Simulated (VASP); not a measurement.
TiOs, 2 atoms in the cell. It takes space group Pm-3m (No. 221, cubic). Conventional cell: a = 3.039 Å, b = 3.039 Å, c = 3.039 Å, α = 90.00°, β = 90.00°, γ = 90.00°. Within 3.5 Å of Ti (site symmetry m-3m) lie 8 Os at 2.63 Å and 6 Ti at 3.04 Å. Os (site symmetry m-3m) has 8 Ti at 2.63 Å and 6 Os at 3.04 Å within 3.5 Å. 

```yaml
Program: VASP 6.6.1
Task: relaxation of the atoms
Functional: r2SCAN
Potentials_or_basis: VASP PAW PBE potentials, release 64 (Ti_sv, Os)
Cutoff: 520 eV
k_mesh: 11 × 11 × 11
Occupations: fermi-dirac, width 0.1 eV
Spin: no spin polarisation
Dipole_correction: no
Further_INCAR_settings: ALGO = Normal; EDIFF = 1e-07; IBRION = 2; EDIFFG = -0.01; NSW = 50
```

Potentials or basis: VASP PAW PBE potentials, release 64 (Ti_sv, Os).

Launch:

```bash
$ cat potpaw_PBE.64/Ti_sv/POTCAR potpaw_PBE.64/Os/POTCAR > POTCAR
$ cp INCAR.step1 INCAR
$ mpirun -np 1 vasp_std > vasp.out
$ cp INCAR.step2 INCAR
$ mpirun -np 1 vasp_std > vasp.out
```

Hardware: 1 thread of Intel(R) Xeon(R) Platinum 8488C (Sapphire Rapids), on a shared host.

Question: How long does it take, and how much memory?

Answer: Run time: 67 s on 1 thread of Intel(R) Xeon(R) Platinum 8488C (Sapphire Rapids), with other jobs on the host, peak memory 0.16 GiB. Counts: k points 56, ion steps 1.
